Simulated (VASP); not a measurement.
## GaN: single point with LDA

Crystal: GaN.

```
Ga N
1.0
     0.00000    2.24895    2.24895
     2.24895    0.00000    2.24895
     2.24895    2.24895    0.00000
Ga N
1 1
Cartesian
  0.0000 0.0000 0.0000
  1.1245 1.1245 1.1245
```

- Program: VASP 6.6.1
- Task: single point
- Functional: LDA
- Potentials or basis: VASP PAW LDA potentials, release 64 (Ga_d, N)
- Cutoff: 520 eV
- k mesh: 6 × 6 × 6
- Occupations: gaussian, width 0.01 eV
- Spin: no spin polarisation
- Dipole correction: no
- Further INCAR settings: ALGO = Normal; EDIFF = 1e-06; NBANDS = 16

The pressure is -4.4 GPa and the band gap on the k mesh is 1.78 eV, direct.

Levels at points of the mesh, in eV from the valence-band top:
| k point | band 7 | band 8 | band 9 | band 10 | band 11 | band 12 |
| --- | --- | --- | --- | --- | --- | --- |
| (0.00, 0.00, 0.00) | 0.00 | 0.00 | 0.00 | 1.78 | 10.14 | 10.14 |
| (0.50, 0.00, 0.00) | -7.16 | -0.99 | -0.99 | 4.58 | 8.63 | 10.23 |
| (0.50, 0.50, 0.00) | -6.23 | -2.75 | -2.75 | 3.24 | 6.52 | 11.54 |

Run time: 5.7 s on 1 thread of Intel(R) Xeon(R) Platinum 8488C (Sapphire Rapids), with other jobs on the host, peak memory 0.12 GiB.
